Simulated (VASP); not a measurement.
Input of a VASP 6.6.1 run:

POSCAR

```
PbS
1.0
    0.0000000000      3.0047775019      3.0047775019
    3.0047775019      0.0000000000      3.0047775019
    3.0047775019      3.0047775019      0.0000000000
Pb S
1 1
Direct
    0.0000000000      0.0000000000      0.0000000000
    0.5000000000      0.5000000000      0.5000000000
```

The input INCAR.step1:

```
SYSTEM = PbS
PREC     = Accurate       ! precision mode
ENCUT    = 520            ! plane-wave cutoff, eV
EDIFF    = 1E-5           ! SCF threshold, eV
ISMEAR   = -1             ! smearing method
SIGMA    = 0.05           ! smearing width, eV
LREAL    = .FALSE.        ! projectors in reciprocal space
LASPH    = .TRUE.         ! aspherical terms in the spheres
NELM     = 60             ! most SCF steps
ALGO     = Normal         ! electronic algorithm
ISIF     = 2              ! what is computed and relaxed
LWAVE    = .TRUE.         ! write WAVECAR
NBANDS   = 17             ! bands
GGA      = PE             ! functional
```

Contents of INCAR.step2:

```
SYSTEM = PbS
PREC     = Accurate       ! precision mode
ENCUT    = 520            ! plane-wave cutoff, eV
EDIFF    = 1E-7           ! SCF threshold, eV
ISMEAR   = -1             ! smearing method
SIGMA    = 0.05           ! smearing width, eV
LREAL    = .FALSE.        ! projectors in reciprocal space
LASPH    = .TRUE.         ! aspherical terms in the spheres
NELM     = 60             ! most SCF steps
ALGO     = Normal         ! electronic algorithm
ISIF     = 2              ! what is computed and relaxed
LWAVE    = .FALSE.        ! write WAVECAR
LCHARG   = .TRUE.         ! write CHGCAR
GGA      = PE             ! functional
LHFCALC  = .TRUE.         ! exact exchange
AEXX     = 0.25           ! exact-exchange fraction
PRECFOCK = Normal       
LELF     = .TRUE.         ! ELF
LVHAR    = .TRUE.       
NBANDS   = 17             ! bands
ISTART   = 1
```

Contents of KPOINTS:

```
regular mesh
0
G
  4 4 4
  0 0 0
```

Potentials or basis: VASP PAW PBE potentials, release 64 (Pb_d, S).

Run with:

```bash
$ cat potpaw_PBE.64/Pb_d/POTCAR potpaw_PBE.64/S/POTCAR > POTCAR
$ cp INCAR.step1 INCAR
$ mpirun -np 1 vasp_std > vasp.out
$ cp INCAR.step2 INCAR
$ mpirun -np 1 vasp_std > vasp.out
```

(1) Estimate the pressure.

(2) Predict the band gap on the k mesh.

## Answers

(1) -1.3 GPa.

(2) 1.63 eV, direct.

Caveat: the k points lie up to 0.45 Å⁻¹ apart; the PAW data sets were made with another functional, which shifts forces and pressure a little; spin-orbit coupling is left out, which moves the levels of the heavy elements.
